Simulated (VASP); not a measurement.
# Cu3H (Pm-3n) in VASP: a series of runs

Cu3H is run at these levels: PBE; tasks: single point, relaxation of cell and atoms.

All numbers are computed with VASP 6.6.1; they aren't measurements. Logs are shortened: lines on timing, memory, paths and dates and some standing lists are left out, and cuts for length are marked.

**1. The cell of the first run**

Symmetry: Pm-3n, No. 223, cubic system. Conventional cell: a = 4.270 Å, b = 4.270 Å, c = 4.270 Å, α = 90.00°, β = 90.00°, γ = 90.00°. Within 2.8 Å of Cu (site symmetry -4m2) lie 10 Cu at 2.13 to 2.61 Å and 4 H at 2.39 Å. H (site symmetry m-3) has 12 Cu at 2.39 Å within 3.2 Å.

**2. Single point, PBE**

The input, INCAR:

```
SYSTEM = Cu3H
PREC = Accurate
ENCUT = 520
EDIFF = 1E-7
ISMEAR = 0
SIGMA = 0.1
LREAL = .False.
LASPH = .True.
NELM = 100
ALGO = Normal
ISIF = 2
LWAVE = .False.
LCHARG = .False.
GGA = PE
NBANDS = 44
```

The input, KPOINTS:

```
Automatic mesh
0
Gamma
  4 4 4
  0 0 0
```

The input, POSCAR:

```
Cu3H
1.0
    4.2699650000      0.0000000000      0.0000000000
    0.0000000000      4.2699650000      0.0000000000
    0.0000000000      0.0000000000      4.2699650000
Cu H
6 2
Direct
    0.2500000000      0.0000000000      0.5000000000
    0.5000000000      0.7500000000      0.0000000000
    0.7500000000      0.0000000000      0.5000000000
    0.5000000000      0.2500000000      0.0000000000
    0.0000000000      0.5000000000      0.7500000000
    0.0000000000      0.5000000000      0.2500000000
    0.0000000000      0.0000000000      0.0000000000
    0.5000000000      0.5000000000      0.5000000000
```

Potentials or basis: VASP PAW PBE potentials, release 64 (Cu, H).

On the command line:

```
cat potpaw_PBE.64/Cu/POTCAR potpaw_PBE.64/H/POTCAR > POTCAR
mpirun -np 1 vasp_std > vasp.out
```

OUTCAR:

```text
SYSTEM = Cu3H
   PREC = Accurate
   ENCUT = 520
   EDIFF = 1E-7
   ISMEAR = 0
   LREAL = .False.
   LASPH = .True.
   NELM = 100
   ISIF = 2
   GGA = PE

 ion  position               nearest neighbor table
   1  0.250  0.000  0.500-   3 2.13   3 2.13   4 2.61   5 2.61   6 2.61   2 2.61   4 2.61   5 2.61
                             6 2.61   2 2.61
   2  0.500  0.750  0.000-   4 2.13   4 2.13   1 2.61   5 2.61   6 2.61   1 2.61   3 2.61   3 2.61
                             5 2.61   6 2.61
   3  0.750  0.000  0.500-   1 2.13   1 2.13   4 2.61   5 2.61   6 2.61   2 2.61   4 2.61   5 2.61
                             6 2.61   2 2.61
   4  0.500  0.250  0.000-   2 2.13   2 2.13   3 2.61   5 2.61   6 2.61   1 2.61   3 2.61   1 2.61
                             5 2.61   6 2.61
   5  0.000  0.500  0.750-   6 2.13   6 2.13   3 2.61   4 2.61   1 2.61   2 2.61   1 2.61   3 2.61
                             2 2.61   4 2.61
   6  0.000  0.500  0.250-   5 2.13   5 2.13   3 2.61   4 2.61   1 2.61   2 2.61   1 2.61   3 2.61
                             2 2.61   4 2.61
   7  0.000  0.000  0.000-
   8  0.500  0.500  0.500-

  LATTYP: Found a simple cubic cell.
 ALAT       =     4.2699650000

  Lattice vectors:

 A1 = (   4.2699650000,   0.0000000000,   0.0000000000)
 A2 = (   0.0000000000,   4.2699650000,   0.0000000000)
 A3 = (   0.0000000000,   0.0000000000,   4.2699650000)

Analysis of symmetry for initial positions (statically):
=====================================================================
 Subroutine PRICEL returns:
 Original cell was already a primitive cell.

 Routine SETGRP: Setting up the symmetry group for a
 simple cubic supercell.

 Subroutine GETGRP returns: Found 48 space group operations
 (whereof 24 operations were pure point group operations)
 out of a pool of 48 trial point group operations.

The static configuration has the point symmetry T_h .
 The point group associated with its full space group is O_h .

Analysis of symmetry for dynamics (positions and initial velocities):
=====================================================================
 Subroutine PRICEL returns:
 Original cell was already a primitive cell.

 Routine SETGRP: Setting up the symmetry group for a
 simple cubic supercell.

 Subroutine GETGRP returns: Found 48 space group operations
 (whereof 24 operations were pure point group operations)
 out of a pool of 48 trial point group operations.

The dynamic configuration has the point symmetry T_h .
 The point group associated with its full space group is O_h .
[... 102 lines left out ...]
   ISIF   =      2    stress and relaxation
   ISYM   =      2    0-nonsym 1-usesym 2-fastsym
   POTIM  = 0.5000    time-step for ionic-motion
   TEBEG  =    0.0;   TEEND  =   0.0 temperature during run
   PSTRESS=    0.0 pullay stress
   NELECT =      68.0000    total number of electrons
   NUPDOWN=      -1.0000    fix difference up-down
   EMIN   =  10.00;   EMAX   =-10.00  energy-range for DOS
   EFERMI =   0.00;   METHOD = LEGACY
   ISMEAR =     0;   SIGMA  =   0.10  broadening in eV -4-tet -1-fermi 0-gaus
   EFERMI_NEDOS =   21; number of points for ismear=-14 and -15
   IALGO  =     38    algorithm
   IMIX   =      4    mixing-type and parameters
     AMIX     =   0.40;   BMIX     =  1.00
     AMIX_MAG =   1.60;   BMIX_MAG =  1.00
  volume/ion in A,a.u.               =       9.73        65.67
  Fermi-wavevector in a.u.,A,eV,Ry     =   1.564901  2.957234 33.319506  2.448915
  Thomas-Fermi vector in A             =   2.667456
   LORBIT       =      0    0 simple, 1 ext, 2 COOP (PROOUT), +10 PAW based schemes
   GGA     = PE    functional components
   LHFCALC =     F    Hartree Fock is set to
   AEXX    =    0.0000 exact exchange contribution
   IVDW    =     0    specifies the selected vdW correction
   LEPSILON=     F    determine dielectric tensor
   LRPA    =     F    only Hartree local field effects (RPA)
 non-spin polarized calculation
 Gauss-broadening in eV      SIGMA  =   0.10
  energy-cutoff  :      520.00
  volume of cell :       77.85
 maximum number of plane-waves:      2176
 NGX is ok and might be reduce to    32
   NGX = 15   NGY = 15   NGZ = 15

 number of electron      68.0000119 magnetization

 Free energy of the ion-electron system (eV)
  ---------------------------------------------------
  ext. energy  EPLUGINS =         0.00000000
  ---------------------------------------------------
  free energy    TOTEN  =       -23.36955997 eV

  energy without entropy =      -23.35962705  energy(sigma->0) =      -23.36459351

 E-fermi :   7.2343     XC(G=0): -12.4700

 val. band max:        7.1995631469   @ k =   0.2500   0.0000   0.0000
 cond. band min:       7.3323630986   @ k =   0.5000   0.0000   0.0000
 fundamental gap:      0.1327999517
 Fermi energy:         7.2343422012

 k-point     1 :       0.0000    0.0000    0.0000
  band No.  band energies     occupation
      1      -2.9450      2.00000
      2       1.1769      2.00000
      3       1.8702      2.00000
      4       1.8702      2.00000
      5       2.4334      2.00000
      6       2.4482      2.00000
[... 459 lines left out ...]
     43      21.4873      0.00000
     44      21.4873      0.00000

------------------------ aborting loop because EDIFF is reached ----------------------------------------

  FORCE on cell =-STRESS in cart. coord.  units (eV):
  Direction    XX          YY          ZZ          XY          YZ          ZX
  --------------------------------------------------------------------------------------
  -------------------------------------------------------------------------------------
  Total        9.5570364      9.5570364      9.5570364      0.0000000      0.0000000      0.0000000
  in kB      196.6803066    196.6803066    196.6803066      0.0000000      0.0000000      0.0000000
  external PRESSURE =     196.6803066 kB  Pullay stress =       0.0000000 kB

 VOLUME and BASIS-vectors are now :
 -----------------------------------------------------------------------------
  energy-cutoff  :      520.00
  volume of cell :       77.85
      direct lattice vectors                 reciprocal lattice vectors
     4.269965000  0.000000000  0.000000000     0.234193957  0.000000000  0.000000000
     0.000000000  4.269965000  0.000000000     0.000000000  0.234193957  0.000000000
     0.000000000  0.000000000  4.269965000     0.000000000  0.000000000  0.234193957

 POSITION                                       TOTAL-FORCE (eV/Angst)
 -----------------------------------------------------------------------------------
      1.06749      0.00000      2.13498        -0.000000     -0.000000      0.000000
      2.13498      3.20247      0.00000         0.000000      0.000000     -0.000000
      3.20247      0.00000      2.13498         0.000000      0.000000      0.000000
      2.13498      1.06749      0.00000        -0.000000      0.000000     -0.000000
      0.00000      2.13498      3.20247        -0.000000     -0.000000     -0.000000
      0.00000      2.13498      1.06749         0.000000      0.000000      0.000000
      0.00000      0.00000      0.00000         0.000000      0.000000      0.000000
      2.13498      2.13498      2.13498         0.000000      0.000000      0.000000
 -----------------------------------------------------------------------------------
    total drift:                                0.000000     -0.000000     -0.000000

  FREE ENERGIE OF THE ION-ELECTRON SYSTEM (eV)
  ---------------------------------------------------
  free  energy   TOTEN  =       -23.3695599723 eV

  energy  without entropy=      -23.3596270451  energy(sigma->0) =      -23.36459351
```

OSZICAR:

```text
N       E                     dE             d eps       ncg     rms          rms(c)
DAV:   1     0.595750178752E+03    0.59575E+03   -0.29012E+04   888   0.268E+03
DAV:   2     0.492952791161E+02   -0.54645E+03   -0.52940E+03   880   0.462E+02
DAV:   3    -0.251773114990E+02   -0.74473E+02   -0.68249E+02   888   0.215E+02
DAV:   4    -0.280700713513E+02   -0.28928E+01   -0.28607E+01  1060   0.590E+01
DAV:   5    -0.281119832058E+02   -0.41912E-01   -0.41893E-01  1072   0.744E+00    0.180E+01
DAV:   6    -0.255257661788E+02    0.25862E+01   -0.45524E+01   988   0.118E+02    0.909E+00
DAV:   7    -0.234227716423E+02    0.21030E+01   -0.93159E+00  1040   0.538E+01    0.120E+00
DAV:   8    -0.233987148947E+02    0.24057E-01   -0.34140E-01  1192   0.648E+00    0.136E+00
DAV:   9    -0.233694962702E+02    0.29219E-01   -0.81507E-02   980   0.484E+00    0.147E-01
DAV:  10    -0.233696453431E+02   -0.14907E-03   -0.41074E-03  1132   0.556E-01    0.864E-02
DAV:  11    -0.233695962683E+02    0.49075E-04   -0.71332E-04  1128   0.443E-01    0.430E-02
DAV:  12    -0.233695625946E+02    0.33674E-04   -0.14075E-04  1124   0.189E-01    0.908E-03
DAV:  13    -0.233695608505E+02    0.17441E-05   -0.83404E-06  1236   0.303E-02    0.290E-03
DAV:  14    -0.233695597486E+02    0.11019E-05   -0.30867E-07   776   0.483E-03    0.616E-04
DAV:  15    -0.233695599881E+02   -0.23957E-06   -0.21951E-08   512   0.211E-03    0.697E-04
DAV:  16    -0.233695599723E+02    0.15780E-07   -0.17210E-08   476   0.242E-03
   1 F= -.23369560E+02 E0= -.23364594E+02  d E =-.993293E-02
```

Wall time 16 s (1 thread of Intel Xeon 6975P-C (Granite Rapids), shared host); peak memory 0.18 GiB.

What came out:

| Item | Value |
| --- | --- |
| Free energy | -23.3696 eV |
| Pressure | 19.7 GPa |
| Band gap on the k mesh | zero (band 34 reaches 7.85 eV, above the bottom of band 35 at 6.67 eV) |

Caveat: the k points lie up to 0.37 Å⁻¹ apart.

**3. Single point, PBE**

This run uses another cell than the first one, of 11.06 Å³/atom, 1.137 times its volume.

The input, INCAR:

```
PREC = Accurate
ENCUT = 520
EDIFF = 1E-6
ISMEAR = 0
SIGMA = 0.1
LREAL = F
LASPH = T
NELM = 100
ALGO = Normal
ISIF = 2
LWAVE = F
LCHARG = F
GGA = PE
NBANDS = 44
```

The input, KPOINTS:

```
Automatic mesh
0
Gamma
  4 4 4
```

POSCAR: that of step 2 with these lines changed.

```diff
@@ -2,5 +2,5 @@
 1.0
-    4.2699650000      0.0000000000      0.0000000000
-    0.0000000000      4.2699650000      0.0000000000
-    0.0000000000      0.0000000000      4.2699650000
+    4.4560892718      0.0000000000      0.0000000000
+    0.0000000000      4.4560892718      0.0000000000
+    0.0000000000      0.0000000000      4.4560892718
 Cu H
```

Potentials or basis: VASP PAW PBE potentials, release 64 (Cu, H).

On the command line:

```
cat potpaw_PBE.64/Cu/POTCAR potpaw_PBE.64/H/POTCAR > POTCAR
mpirun -np 1 vasp_std > vasp.out
```

Run time: 19 s. Hardware: 1 thread of Intel Xeon 6975P-C (Granite Rapids), shared host; peak memory 0.21 GiB.

Results (log left out):

```
Free energy            : -23.9755 eV
Pressure               : 0.6 GPa
Band gap on the k mesh : zero (band 34 reaches 6.27 eV, above the bottom of band 35 at 5.19 eV)
```

Levels at points of the mesh, in eV from the Fermi level:
```csv
k point,band 31,band 32,band 33,band 34,band 35,band 36,band 37,band 38
"(0.00, 0.00, 0.00)",-1.55,-0.32,0.53,0.53,0.84,0.84,0.84,1.81
"(0.50, 0.00, 0.00)",-1.23,-1.23,0.10,0.10,1.47,1.47,2.52,2.52
"(0.50, 0.50, 0.00)",-1.56,-1.56,-1.25,-1.21,2.25,2.25,2.33,4.20
"(0.50, 0.50, 0.50)",-1.14,-1.14,-0.54,-0.54,-0.54,-0.54,-0.54,-0.54
```

**4. Single point, PBE**

This run uses another cell than the first one, of 11.09 Å³/atom, 1.140 times its volume.

The input, INCAR:

```
SYSTEM = Cu3H
PREC = Accurate
ENCUT = 520
EDIFF = 1E-7
ISMEAR = 0
SIGMA = 0.1
LREAL = .False.
LASPH = .True.
NELM = 100
ALGO = Normal
ISIF = 2
LWAVE = .False.
LCHARG = .False.
GGA = PE
NBANDS = 44
```

The input, KPOINTS:

```
regular mesh
0
Gamma
  8 8 8
  0 0 0
```

POSCAR: that of step 3 with these lines changed.

```diff
@@ -2,5 +2,5 @@
 1.0
-    4.4560892718      0.0000000000      0.0000000000
-    0.0000000000      4.4560892718      0.0000000000
-    0.0000000000      0.0000000000      4.4560892718
+    4.4603199920      0.0000000000      0.0000000000
+    0.0000000000      4.4603199920      0.0000000000
+    0.0000000000      0.0000000000      4.4603199920
 Cu H
```

On the command line:

```
cat potpaw_PBE.64/Cu/POTCAR potpaw_PBE.64/H/POTCAR > POTCAR
mpirun -np 1 vasp_std > vasp.out
```

It took 57 s on 1 thread of Intel Xeon 6975P-C (Granite Rapids), shared host; peak memory 0.26 GiB.

The run converged. Its results:

```
Free energy            : -23.9021 eV
Pressure               : 0.3 GPa
Band gap on the k mesh : zero (band 34 reaches 6.25 eV, above the bottom of band 35 at 5.15 eV)
```

Levels at points of the mesh, in eV from the Fermi level:
```tsv
k point	band 32	band 33	band 34	band 35	band 36	band 37
(0.00, 0.00, 0.00)	-0.30	0.53	0.53	0.85	0.85	0.85
(0.50, 0.00, 0.00)	-1.24	0.12	0.12	1.48	1.48	2.53
(0.50, 0.50, 0.00)	-1.57	-1.25	-1.22	2.27	2.27	2.34
(0.50, 0.50, 0.50)	-1.14	-0.54	-0.54	-0.54	-0.54	-0.54
```

**5. Relaxation of cell and atoms, PBE**

The input, INCAR:

```
PREC     = Accurate       # precision mode
ENCUT    = 600            # plane-wave cutoff, eV
EDIFF    = 1E-6           # SCF threshold, eV
ISMEAR   = 0              # smearing method
SIGMA    = 0.1            # smearing width, eV
LREAL    = False          # projectors in reciprocal space
LASPH    = True           # aspherical terms in the spheres
NELM     = 60             # most SCF steps
ALGO     = Normal         # electronic algorithm
ISIF     = 3              # what is computed and relaxed
LWAVE    = False          # write WAVECAR
LCHARG   = False          # write CHGCAR
GGA      = PE             # functional
IBRION   = 2              # ionic algorithm
NSW      = 90             # ionic steps
EDIFFG   = -0.04          # ionic threshold
```

The input, KPOINTS:

```
regular mesh
0
Gamma
  4 4 4
```

POSCAR: that of step 4 with these lines changed.

```diff
@@ -2,5 +2,5 @@
 1.0
-    4.4603199920      0.0000000000      0.0000000000
-    0.0000000000      4.4603199920      0.0000000000
-    0.0000000000      0.0000000000      4.4603199920
+    4.2699650000      0.0000000000      0.0000000000
+    0.0000000000      4.2699650000      0.0000000000
+    0.0000000000      0.0000000000      4.2699650000
 Cu H
```

On the command line:

```
cat potpaw_PBE.64/Cu/POTCAR potpaw_PBE.64/H/POTCAR > POTCAR
mpirun -np 1 vasp_std > vasp.out
```

Wall time 46 s (1 thread of Intel Xeon 6975P-C (Granite Rapids), shared host); peak memory 0.21 GiB.

Results (log left out):

```yaml
Free_energy: -23.9751 eV
Relaxed_volume: 11.11 Å³/atom
Relaxed_cell: a = 4.463 Å, b = 4.463 Å, c = 4.463 Å, α = 90.00°, β = 90.00°, γ = 90.00°
Space_group_after_relaxing_to_0.05_Å: Pm-3n (No. 223)
Energy_gained_by_relaxing: 75.6 meV/atom
Ionic_steps: 3
Pressure_after_relaxing: 0.2 GPa
Band_gap_on_the_k_mesh: zero (band 34 reaches 6.21 eV, above the bottom of band 35 at 5.14 eV)
```

The path:
```
step  energy change (eV)  largest force (eV/Å)  pressure (GPa)  volume (Å³)
   1              0.0000                0.0000           19.81        77.85
   2             -0.5692                0.0000           -3.46        92.21
   3             -0.6050                0.0000            0.15        88.91
```

Final structure:
```yaml
crystal:
  lattice:
    - [4.46327, 0.00000, 0.00000]
    - [0.00000, 4.46327, 0.00000]
    - [0.00000, 0.00000, 4.46327]
  atoms:
    - { symbol: Cu, position: [0.25000, 0.00000, 0.50000] }
    - { symbol: Cu, position: [0.50000, 0.75000, 0.00000] }
    - { symbol: Cu, position: [0.75000, 0.00000, 0.50000] }
    - { symbol: Cu, position: [0.50000, 0.25000, 0.00000] }
    - { symbol: Cu, position: [0.00000, 0.50000, 0.75000] }
    - { symbol: Cu, position: [0.00000, 0.50000, 0.25000] }
    - { symbol: H, position: [0.00000, 0.00000, 0.00000] }
    - { symbol: H, position: [0.50000, 0.50000, 0.50000] }
```

Levels at points of the mesh, in eV from the Fermi level:
```
           k point  band 30  band 31  band 32  band 33  band 34  band 35  band 36  band 37  band 38  band 39
(0.00, 0.00, 0.00)    -1.55    -1.55    -0.32     0.53     0.53     0.84     0.84     0.84     1.80     7.04
(0.50, 0.00, 0.00)    -1.44    -1.23    -1.23     0.10     0.10     1.47     1.47     2.51     2.51     4.11
(0.50, 0.50, 0.00)    -1.58    -1.56    -1.56    -1.24    -1.21     2.24     2.24     2.33     4.19     4.38
(0.50, 0.50, 0.50)    -1.86    -1.14    -1.14    -0.53    -0.53    -0.53    -0.53    -0.53    -0.53     7.27
```

Caveat: the k points lie up to 0.35 Å⁻¹ apart in the final cell.

**6. Relaxation of cell and atoms, PBE**

This run uses another cell than the first one, of 11.06 Å³/atom, 1.137 times its volume.

The input, INCAR:

```
PREC = Accurate
ENCUT = 600
EDIFF = 1E-6
ISMEAR = 0
SIGMA = 0.1
LREAL = F
LASPH = T
NELM = 80
ALGO = Normal
ISIF = 3
LWAVE = F
LCHARG = F
GGA = PE
IBRION = 2
NSW = 100
EDIFFG = -0.01
```

The input, KPOINTS:

```
regular mesh
0
Gamma
  8 8 8
```

POSCAR: that of step 5 with these lines changed.

```diff
@@ -2,5 +2,5 @@
 1.0
-    4.2699650000      0.0000000000      0.0000000000
-    0.0000000000      4.2699650000      0.0000000000
-    0.0000000000      0.0000000000      4.2699650000
+    4.4560892718      0.0000000000      0.0000000000
+    0.0000000000      4.4560892718      0.0000000000
+    0.0000000000      0.0000000000      4.4560892718
 Cu H
```

Potentials or basis: VASP PAW PBE potentials, release 64 (Cu, H).

On the command line:

```
cat potpaw_PBE.64/Cu/POTCAR potpaw_PBE.64/H/POTCAR > POTCAR
mpirun -np 1 vasp_std > vasp.out
```

Run time: 80 s. Hardware: 1 thread of Intel Xeon 6975P-C (Granite Rapids), shared host; peak memory 0.28 GiB.

It converged, with:

```yaml
Free_energy: -23.9028 eV
Relaxed_volume: 11.15 Å³/atom
Relaxed_cell: a = 4.467 Å, b = 4.467 Å, c = 4.467 Å, α = 90.00°, β = 90.00°, γ = 90.00°
Space_group_after_relaxing_to_0.05_Å: Pm-3n (No. 223)
Energy_gained_by_relaxing: 0.2 meV/atom
Ionic_steps: 2
Pressure_after_relaxing: 0.0 GPa
Band_gap_on_the_k_mesh: zero (band 34 reaches 6.19 eV, above the bottom of band 35 at 5.10 eV)
```

The path:
| step | energy change (eV) | largest force (eV/Å) | pressure (GPa) | volume (Å³) |
| --- | --- | --- | --- | --- |
| 1 | 0.0000 | 0.0000 | 0.77 | 88.48 |
| 2 | -0.0013 | 0.0000 | -0.03 | 89.16 |

Final structure:
```
Cu H
1.0
     4.46749    0.00000    0.00000
     0.00000    4.46749    0.00000
     0.00000    0.00000    4.46749
Cu H
6 2
Direct
  0.25000 0.00000 0.50000
  0.50000 0.75000 0.00000
  0.75000 0.00000 0.50000
  0.50000 0.25000 0.00000
  0.00000 0.50000 0.75000
  0.00000 0.50000 0.25000
  0.00000 0.00000 0.00000
  0.50000 0.50000 0.50000
```

Levels at points of the mesh, in eV from the Fermi level:
| k point | band 32 | band 33 | band 34 | band 35 | band 36 | band 37 |
| --- | --- | --- | --- | --- | --- | --- |
| (0.00, 0.00, 0.00) | -0.30 | 0.53 | 0.53 | 0.85 | 0.85 | 0.85 |
| (0.50, 0.00, 0.00) | -1.24 | 0.12 | 0.12 | 1.48 | 1.48 | 2.51 |
| (0.50, 0.50, 0.00) | -1.56 | -1.25 | -1.22 | 2.25 | 2.25 | 2.33 |
| (0.50, 0.50, 0.50) | -1.13 | -0.54 | -0.54 | -0.54 | -0.54 | -0.54 |

**7. Overview**

| task | cell | k mesh | cutoff (eV) | gap on the mesh (eV) | pressure (GPa) | relaxed volume (Å³/atom) |
| --- | --- | --- | --- | --- | --- | --- |
| single point | a = 4.270 Å, 8 atoms | 4 × 4 × 4 | 520 | none | 19.7 | - |
| single point | a = 4.456 Å, 8 atoms | 4 × 4 × 4 | 520 | none | 0.6 | - |
| single point | a = 4.460 Å, 8 atoms | 8 × 8 × 8 | 520 | none | 0.3 | - |
| relaxation of cell and atoms | relaxed from a = 4.270 Å, 8 atoms | 4 × 4 × 4 | 600 | none | 0.2 | 11.11 |
| relaxation of cell and atoms | relaxed from a = 4.456 Å, 8 atoms | 8 × 8 × 8 | 600 | none | 0.0 | 11.15 |

Alike in all rows: level PBE; potentials or basis VASP PAW PBE potentials, release 64 (Cu, H); no spin polarisation; smearing gaussian 0.1 eV.

Caveats: some runs use coarse meshes.

Total energies depend on the potentials used, so only differences within one code and one set of settings carry meaning.
